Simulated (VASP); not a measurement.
SiGe3:

```
CELL_PARAMETERS angstrom
2.95590 -4.18028 0.00000
2.95590 4.18028 0.00000
0.00000 0.00000 2.95590
ATOMIC_POSITIONS crystal
Si 0.00000 0.00000 0.00000
Ge 0.50000 0.50000 0.00000
Ge 0.00000 0.50000 0.50000
Ge 0.50000 0.00000 0.50000
```

| Quantity | Value |
| --- | --- |
| Program | VASP 6.6.1 |
| Task | relaxation of cell and atoms |
| Functional | PBE |
| Potentials or basis | VASP PAW PBE potentials, release 64 (Si, Ge_d) |
| Cutoff | 600 eV |
| k mesh | 10 × 10 × 16 |
| Occupations | gaussian, width 0.1 eV |
| Spin | no spin polarisation |

At the start: pressure 1.0 GPa; volume 18.26 Å³/atom.

**Question.** How do energy, volume and symmetry change on relaxing?

**Answer.** Over 38 steps the energy falls by 7.9 meV/atom and the volume is 18.49 Å³/atom (+1.3 %); space group Cmmm (No. 65, to 0.1 Å) before and after.

The path:
| step | energy change (eV) | largest force (eV/Å) | pressure (GPa) | volume (Å³) |
| --- | --- | --- | --- | --- |
| 1 | 0.0000 | 0.0000 | 1.04 | 73.05 |
| 2 | -0.0048 | 0.0000 | -0.12 | 74.31 |
| 3 | -0.0048 | 0.0000 | -0.05 | 74.31 |
| 4 | -0.0054 | 0.0000 | -0.20 | 74.26 |
| 5 | -0.0061 | 0.0000 | -0.18 | 74.12 |
| 6 | -0.0061 | 0.0000 | 0.04 | 74.14 |
| 7 | -0.0063 | 0.0000 | 0.09 | 74.20 |
| 8 | -0.0075 | 0.0000 | -0.29 | 74.38 |
| 9 | -0.0108 | 0.0000 | -0.54 | 74.72 |
| 10 | -0.0186 | 0.0000 | -1.10 | 75.38 |
| 11 | -0.0127 | 0.0000 | -2.13 | 76.57 |
| 12 | -0.0199 | 0.0000 | -1.54 | 75.86 |
| 13 | -0.0207 | 0.0000 | -1.44 | 75.66 |
| 14 | -0.0207 | 0.0000 | -1.42 | 75.63 |
| 15 | -0.0207 | 0.0000 | -1.39 | 75.63 |
| 16 | -0.0207 | 0.0000 | -1.45 | 75.64 |
| 17 | -0.0208 | 0.0000 | -1.36 | 75.65 |
| 18 | -0.0209 | 0.0000 | -1.38 | 75.67 |
| 19 | -0.0209 | 0.0000 | -1.33 | 75.72 |
| 20 | -0.0209 | 0.0000 | -1.43 | 75.71 |
| 21 | -0.0210 | 0.0000 | -1.33 | 75.70 |
| 22 | -0.0213 | 0.0000 | -1.22 | 75.67 |
| 23 | -0.0217 | 0.0000 | -1.27 | 75.62 |
| 24 | -0.0227 | 0.0000 | -1.23 | 75.51 |
| 25 | -0.0244 | 0.0000 | -1.26 | 75.31 |
| 26 | -0.0271 | 0.0000 | -1.01 | 74.89 |
| 27 | -0.0302 | 0.0000 | 0.00 | 74.06 |
| 28 | -0.0303 | 0.0000 | 0.10 | 73.98 |
| 29 | -0.0306 | 0.0000 | 0.02 | 73.98 |
| 30 | -0.0312 | 0.0000 | 0.03 | 74.00 |
| 31 | -0.0317 | 0.0000 | 0.00 | 74.02 |
| 32 | -0.0317 | 0.0000 | -0.06 | 74.02 |
| 33 | -0.0317 | 0.0000 | -0.07 | 74.02 |
| 34 | -0.0317 | 0.0000 | -0.08 | 74.02 |
| 35 | -0.0317 | 0.0000 | 0.08 | 73.97 |
| 36 | -0.0317 | 0.0000 | -0.09 | 73.98 |
| 37 | -0.0317 | 0.0000 | 0.05 | 73.98 |
| 38 | -0.0317 | 0.0000 | 0.02 | 73.98 |

Final structure:
```yaml
crystal:
  lattice:
    - [2.87082, -4.44395, 0.00000]
    - [2.87082, 4.44395, 0.00000]
    - [0.00000, 0.00000, 2.89940]
  atoms:
    - { symbol: Si, position: [0.00000, 0.00000, 0.00000] }
    - { symbol: Ge, position: [0.50000, 0.50000, 0.00000] }
    - { symbol: Ge, position: [0.00000, 0.50000, 0.50000] }
    - { symbol: Ge, position: [0.50000, 0.00000, 0.50000] }
```

Caveat: the highest band is partly filled, so the run has too few bands.
